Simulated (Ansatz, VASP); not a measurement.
**InSe in VASP and in Ansatz**

The input INCAR:

```
PREC = Accurate ; ENCUT = 520
EDIFF = 1E-7 ; ISMEAR = -1
SIGMA = 0.03 ; LREAL = F
LASPH = T ; NELM = 80
ALGO = Normal ; ISIF = 2
LWAVE = F ; LCHARG = F
GGA = PS ; NBANDS = 27
```

The input KPOINTS:

```
regular mesh
0
Gamma
  5 5 5
```

The input POSCAR:

```
InSe
1.0
    2.0000000000      1.1547005384      8.4400000000
   -2.0000000000      1.1547005384      8.4400000000
    0.0000000000     -2.3094010768      8.4400000000
In Se
2 2
Direct
    0.8886000000      0.8886000000      0.8886000000
    0.0000000000      0.0000000000      0.0000000000
    0.1719000000      0.1719000000      0.1719000000
    0.3835000000      0.3835000000      0.3835000000
```

The input input.yaml:

```yaml
crystal:
  lattice:
    - [2.0, 1.1547005384, 8.44]
    - [-2.0, 1.1547005384, 8.44]
    - [0.0, -2.3094010768, 8.44]
  atoms:
    - { symbol: In, position: [0.8886, 0.8886, 0.8886] }
    - { symbol: In, position: [0.0, 0.0, 0.0] }
    - { symbol: Se, position: [0.1719, 0.1719, 0.1719] }
    - { symbol: Se, position: [0.3835, 0.3835, 0.3835] }
kpoints:
  mp_grid: { grid: [5, 5, 5] }
scf:
  occupations: { method: fermi_dirac, width: 0.03 }
hamiltonian:
  xc: pbesol
  pseudopotentials: { kind: all_electron, lapw: { basis_error: 0.002 } }
output:
  forces: true
  stress: true
  eigenvalues: true
```

Alike in both runs: task single point; functional PBEsol; k mesh 5 × 5 × 5; occupations fermi-dirac, width 0.03 eV; no spin polarisation.

```csv
,VASP,Ansatz
version,VASP 6.6.1,Ansatz 0.2.0
potentials or method,"VASP PAW PBE potentials, release 64 (In_d, Se), cutoff 520 eV","all-electron LAPW, scalar-relativistic"
```

```csv
,VASP,Ansatz,Ansatz less VASP
gap on the k mesh at the Fermi level (eV),0.92,0.93,+0.007
least direct gap on the mesh (eV),0.92,0.93,+0.007
pressure (GPa),0.3,0.3,-0.05
"traceless stress, the component that is largest in VASP (GPa)",-0.79,-0.78,+0.012
rms of the force components (eV/Å),0.129,0.119,-0.0097
```

VASP's potentials were made for PBE, not for PBEsol. Atom by atom the forces differ by 0.011 eV/Å (rms over components). Ansatz ran all-electron here, and VASP with PAW potentials.
